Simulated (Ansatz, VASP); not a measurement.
# K in VASP and in Ansatz

Contents of INCAR:

```
PREC = Accurate ; ENCUT = 520
EDIFF = 1E-6 ; ISMEAR = -1
SIGMA = 0.1 ; LREAL = F
LASPH = T ; NELM = 60
ALGO = Normal ; ISIF = 2
LWAVE = F ; LCHARG = T
GGA = PS ; LELF = T
LVHAR = T ; NBANDS = 10
```

KPOINTS

```
regular mesh
0
Gamma
  8 8 8
```

File POSCAR:

```
K
1.0
    4.2548496140      0.0000000000      0.0000000000
    0.0000000000      4.2548496140      0.0000000000
    0.0000000000      0.0000000000      4.2548496140
K
1
Direct
    0.0000000000      0.0000000000      0.0000000000
```

Input for Ansatz:

```yaml
crystal:
  lattice:
    - [4.254849614, 0.0, 0.0]
    - [0.0, 4.254849614, 0.0]
    - [0.0, 0.0, 4.254849614]
  atoms:
    - { symbol: K, position: [0.0, 0.0, 0.0] }
hamiltonian:
  xc: pbesol
  pseudopotentials:
    kind: paw
    azcp:
      K: "pseudopotentials/K.paw.azcp"
basis:
  ecutwfc: 420
  fft_grid_basis: typed
kpoints:
  mp_grid: { grid: [8, 8, 8], shift: [0, 0, 0] }
magnetization:
  spin_polarized: false
scf:
  occupations: { method: fermi_dirac, width: 0.1 }
  lower_state_search: "off"
output:
  stress: true
```

Alike in both runs: task single point; functional PBEsol; k mesh 8 × 8 × 8; occupations fermi-dirac, width 0.1 eV; no spin polarisation.

|  | VASP | Ansatz |
| --- | --- | --- |
| version | VASP 6.6.1 | Ansatz 0.2.0 |
| potentials or method | VASP PAW PBE potentials, release 64 (K_sv), cutoff 520 eV | plane waves (420 eV) with PAW, scalar-relativistic |
| valence electrons in the cell | 9 | 9 |

|  | VASP | Ansatz | Ansatz less VASP |
| --- | --- | --- | --- |
| pressure (GPa) | 0.0 | 0.0 | +0.01 |

VASP's potentials were made for PBE, not for PBEsol, and Ansatz warns of the same on its side. With one functional, cell and mesh, what is left measures potentials, basis and numerics.
